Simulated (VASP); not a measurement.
# Pd (P6/mmm) in VASP: a series of runs

Runs on Pd. Level: PBE. Tasks: single point.

Program: VASP 6.6.1. These are calculated values, not measurements. Logs are shortened: lines on timing, memory, paths and dates and some standing lists are left out, and cuts for length are marked.

## 1. The cell of the first run

It takes space group P6/mmm (No. 191, hexagonal). The conventional cell has a = 2.695 Å, b = 2.695 Å, c = 2.641 Å, α = 90.00°, β = 90.00°, γ = 120.00°. Pd (site symmetry 6/mmm) has 8 Pd at 2.64 to 2.70 Å within 3.5 Å.

## 2. Single point, PBE

File INCAR:

```
SYSTEM = Pd
  PREC = Accurate
  ENCUT = 520
  EDIFF = 1E-6
  ISMEAR = -1
  SIGMA = 0.08
  LREAL = .False.
  LASPH = .True.
  NELM = 80
  ALGO = Normal
  ISIF = 2
  LWAVE = .False.
  LCHARG = .True.
  GGA = PE
  LELF = .True.
  LVHAR = .True.
  NBANDS = 11
```

File KPOINTS:

```
regular mesh
0
Gamma
  16 16 15
  0 0 0
```

File POSCAR:

```
Pd
1.0
    2.6952126899      0.0000000000      0.0000000000
   -1.3476063449      2.3341226580      0.0000000000
    0.0000000000      0.0000000000      2.6409536697
Pd
1
Direct
    0.0000000000      0.0000000000      0.0000000000
```

Potentials or basis: VASP PAW PBE potentials, release 64 (Pd).

On the command line:

```bash
$ cat potpaw_PBE.64/Pd/POTCAR > POTCAR
$ mpirun -np 1 vasp_std > vasp.out
```

OUTCAR:

```text
SYSTEM = Pd
   PREC = Accurate
   ENCUT = 520
   EDIFF = 1E-6
   ISMEAR = -1
   LREAL = .False.
   LASPH = .True.
   NELM = 80
   ISIF = 2
   GGA = PE

 ion  position               nearest neighbor table
   1  0.000  0.000  0.000-

  LATTYP: Found a hexagonal cell.
 ALAT       =     2.6952126899
 C/A-ratio  =     0.9798683716

  Lattice vectors:

 A1 = (   2.6952126899,   0.0000000000,   0.0000000000)
 A2 = (  -1.3476063449,   2.3341226580,   0.0000000000)
 A3 = (   0.0000000000,   0.0000000000,   2.6409536697)

Analysis of symmetry for initial positions (statically):
=====================================================================
 Subroutine PRICEL returns:
 Original cell was already a primitive cell.

 Routine SETGRP: Setting up the symmetry group for a
 hexagonal supercell.

 Subroutine GETGRP returns: Found 24 space group operations
 (whereof 24 operations were pure point group operations)
 out of a pool of 24 trial point group operations.

The static configuration has the point symmetry D_6h.

Analysis of symmetry for dynamics (positions and initial velocities):
=====================================================================
 Subroutine PRICEL returns:
 Original cell was already a primitive cell.

 Routine SETGRP: Setting up the symmetry group for a
 hexagonal supercell.

 Subroutine GETGRP returns: Found 24 space group operations
 (whereof 24 operations were pure point group operations)
 out of a pool of 24 trial point group operations.

The dynamic configuration has the point symmetry D_6h.

 Subroutine INISYM returns: Found 24 space group operations
 (whereof 24 operations are pure point group operations),
 and found     1 'primitive' translations

----------------------------------------------------------------------------------------

                                     Primitive cell

  volume of cell :      16.6141

  direct lattice vectors                    reciprocal lattice vectors
     2.695212690  0.000000000  0.000000000     0.371028232  0.214213250  0.000000000
    -1.347606345  2.334122658  0.000000000     0.000000000  0.428426500  0.000000000
     0.000000000  0.000000000  2.640953670     0.000000000  0.000000000  0.378651095

  length of vectors
     2.695212690  2.695212690  2.640953670     0.428426500  0.428426500  0.378651095

  position of ions in fractional coordinates (direct lattice)
     0.000000000  0.000000000  0.000000000

[... 69 lines left out ...]
   ISPIN  =      1    spin polarized calculation?
   LNONCOLLINEAR =      F non collinear calculations
   LSORBIT =      F    spin-orbit coupling
   LASPH  =      T    aspherical Exc in radial PAW
   ENCUT  =  520.0 eV  38.22 Ry    6.18 a.u.   5.01  5.01  4.91*2*pi/ulx,y,z
   NELM   =     80;   NELMIN=  2; NELMDL= -5     # of ELM steps
   EDIFF  = 0.1E-05   stopping-criterion for ELM
   LREAL  =      F    real-space projection
   EDIFFG = 0.1E-04   stopping-criterion for IOM
   NSW    =      0    number of steps for IOM
   IBRION =     -1    ionic relax: 0-MD 1-quasi-New 2-CG
   NFREE  =      0    steps in history (QN), initial steepest desc. (CG)
   ISIF   =      2    stress and relaxation
   ISYM   =      2    0-nonsym 1-usesym 2-fastsym
   POTIM  = 0.5000    time-step for ionic-motion
   TEBEG  =    0.0;   TEEND  =   0.0 temperature during run
   PSTRESS=    0.0 pullay stress
   NELECT =      10.0000    total number of electrons
   NUPDOWN=      -1.0000    fix difference up-down
   EMIN   =  10.00;   EMAX   =-10.00  energy-range for DOS
   EFERMI =   0.00;   METHOD = LEGACY
   ISMEAR =    -1;   SIGMA  =   0.08  broadening in eV -4-tet -1-fermi 0-gaus
   EFERMI_NEDOS =   21; number of points for ismear=-14 and -15
   IALGO  =     38    algorithm
   IMIX   =      4    mixing-type and parameters
     AMIX     =   0.40;   BMIX     =  1.00
     AMIX_MAG =   1.60;   BMIX_MAG =  1.00
  volume/ion in A,a.u.               =      16.61       112.12
  Fermi-wavevector in a.u.,A,eV,Ry     =   1.382236  2.612048 25.994985  1.910578
  Thomas-Fermi vector in A             =   2.506946
   LORBIT       =      0    0 simple, 1 ext, 2 COOP (PROOUT), +10 PAW based schemes
   GGA     = PE    functional components
[... 5 lines left out ...]
 non-spin polarized calculation
  energy-cutoff  :      520.00
  volume of cell :       16.61
 maximum number of plane-waves:       462
 NGX is ok and might be reduce to    20
   NGX =  9   NGY =  9   NGZ =  9

 number of electron      10.0000002 magnetization

 Free energy of the ion-electron system (eV)
  ---------------------------------------------------
  ext. energy  EPLUGINS =         0.00000000
  ---------------------------------------------------
  free energy    TOTEN  =        -4.98059295 eV

  energy without entropy =       -4.95751226  energy(sigma->0) =       -4.96905261

 E-fermi :   8.0661     XC(G=0): -12.3791

 val. band max:        8.0616130133   @ k =   0.0625   0.0000   0.0000
 cond. band min:       8.0758800435   @ k =   0.0000   0.0000   0.0000
 fundamental gap:      0.0142670302
 Fermi energy:         8.0661190075

 k-point     1 :       0.0000    0.0000    0.0000
  band No.  band energies     occupation
      1       1.7025      2.00000
      2       3.5042      2.00000
      3       5.4665      2.00000
      4       5.4665      2.00000
      5       8.0759      0.93907
      6       8.0759      0.93907
      7      23.6030      0.00000
      8      25.5610      0.00000
      9      30.5544      0.00000
     10      30.5544      0.00000
     11      30.6953      0.00000
[... 309 lines left out ...]
 k-point    24 :       0.2500    0.1875    0.0000
  band No.  band energies     occupation
      1       4.2307      2.00000
      2       4.2872      2.00000
      3       5.3022      2.00000
      4       6.7119      2.00000
      5       7.5271      1.99763
      6       9.3567      0.00000
      7      18.4305      0.00000
      8      19.9957      0.00000
      9      28.6562      0.00000
     10      30.0891      0.00000
     11      33.4675      0.00000

 [... further k-points ...]
[... 5 lines left out ...]
  --------------------------------------------------------------------------------------
  -------------------------------------------------------------------------------------
  Total       -0.0291639     -0.0291639     -0.0396156     -0.0000000     -0.0000000      0.0000000
  in kB       -2.8124149     -2.8124149     -3.8203172     -0.0000000     -0.0000000      0.0000000
  external PRESSURE =      -3.1483824 kB  Pullay stress =       0.0000000 kB

 VOLUME and BASIS-vectors are now :
 -----------------------------------------------------------------------------
  energy-cutoff  :      520.00
  volume of cell :       16.61
      direct lattice vectors                 reciprocal lattice vectors
     2.695212690  0.000000000  0.000000000     0.371028232  0.214213250  0.000000000
    -1.347606345  2.334122658  0.000000000     0.000000000  0.428426500  0.000000000
     0.000000000  0.000000000  2.640953670     0.000000000  0.000000000  0.378651095

 POSITION                                       TOTAL-FORCE (eV/Angst)
 -----------------------------------------------------------------------------------
      0.00000      0.00000      0.00000         0.000000      0.000000      0.000000
 -----------------------------------------------------------------------------------
    total drift:                               -0.000000      0.000000     -0.000000

  FREE ENERGIE OF THE ION-ELECTRON SYSTEM (eV)
  ---------------------------------------------------
  free  energy   TOTEN  =        -4.9805929470 eV

  energy  without entropy=       -4.9575122631  energy(sigma->0) =       -4.96905261
```

OSZICAR:

```text
N       E                     dE             d eps       ncg     rms          rms(c)
DAV:   1     0.426646168995E+02    0.42665E+02   -0.50395E+03  5296   0.838E+02
DAV:   2    -0.459133754287E+01   -0.47256E+02   -0.45780E+02  5977   0.178E+02
DAV:   3    -0.520404487231E+01   -0.61271E+00   -0.61081E+00  6262   0.217E+01
DAV:   4    -0.520761120028E+01   -0.35663E-02   -0.35659E-02  6116   0.175E+00
DAV:   5    -0.520766164578E+01   -0.50445E-04   -0.50445E-04  6756   0.183E-01    0.601E+00
DAV:   6    -0.498851177783E+01    0.21915E+00   -0.10274E+00  5955   0.795E+00    0.300E+00
DAV:   7    -0.498294448551E+01    0.55673E-02   -0.33352E-03  6336   0.647E-01    0.168E+00
DAV:   8    -0.498058246050E+01    0.23620E-02   -0.12922E-03  5979   0.258E-01    0.237E-02
DAV:   9    -0.498059004678E+01   -0.75863E-05   -0.11201E-05  7569   0.260E-02    0.106E-02
DAV:  10    -0.498059306780E+01   -0.30210E-05   -0.14661E-06  6032   0.114E-02    0.147E-03
DAV:  11    -0.498059294699E+01    0.12080E-06   -0.41195E-08  3363   0.165E-03
   1 F= -.49805929E+01 E0= -.49690526E+01  d E =-.230807E-01
```

Run time: 61 s. Hardware: 1 thread of AMD EPYC 7R13, shared host; peak memory 0.13 GiB.

Results:

- Free energy: -4.9806 eV
- Pressure: -0.3 GPa
- Band gap on the k mesh: zero (band 5 reaches 8.89 eV, above the bottom of band 6 at 7.09 eV)

## 3. Single point, PBE

File INCAR:

```
PREC     = Accurate       # precision mode
ENCUT    = 520            # plane-wave cutoff, eV
EDIFF    = 1E-6           # SCF threshold, eV
ISMEAR   = -1             # smearing method
SIGMA    = 0.08           # smearing width, eV
LREAL    = False          # projectors in reciprocal space
LASPH    = True           # aspherical terms in the spheres
NELM     = 100            # most SCF steps
ALGO     = Normal         # electronic algorithm
ISIF     = 2              # what is computed and relaxed
LWAVE    = False          # write WAVECAR
LCHARG   = False          # write CHGCAR
GGA      = PE             # functional
NBANDS   = 11             # bands
```

File KPOINTS:

```
regular mesh
0
Gamma
  16 16 15
```

POSCAR is that of step 2.

Potentials or basis: VASP PAW PBE potentials, release 64 (Pd).

On the command line:

```bash
$ cat potpaw_PBE.64/Pd/POTCAR > POTCAR
$ mpirun -np 1 vasp_std > vasp.out
```

Run time: 60 s. Hardware: 1 thread of AMD EPYC 7R13, shared host; peak memory 0.13 GiB.

The run converged. Its results:

* Free energy: -4.9806 eV
* Pressure: -0.3 GPa
* Band gap on the k mesh: zero (band 5 reaches 8.89 eV, above the bottom of band 6 at 7.09 eV)

Stress tensor (GPa, compression positive):
```
-0.28  0.00  0.00
 0.00 -0.28  0.00
 0.00  0.00 -0.38
```

Levels at points of the mesh, in eV from the Fermi level:
| k point | band 3 | band 4 | band 5 | band 6 | band 7 | band 8 |
| --- | --- | --- | --- | --- | --- | --- |
| (0.00, 0.00, 0.00) | -2.60 | -2.60 | 0.01 | 0.01 | 15.54 | 17.49 |
| (0.50, 0.00, 0.00) | -1.71 | -0.35 | 0.32 | 1.21 | 6.53 | 14.79 |
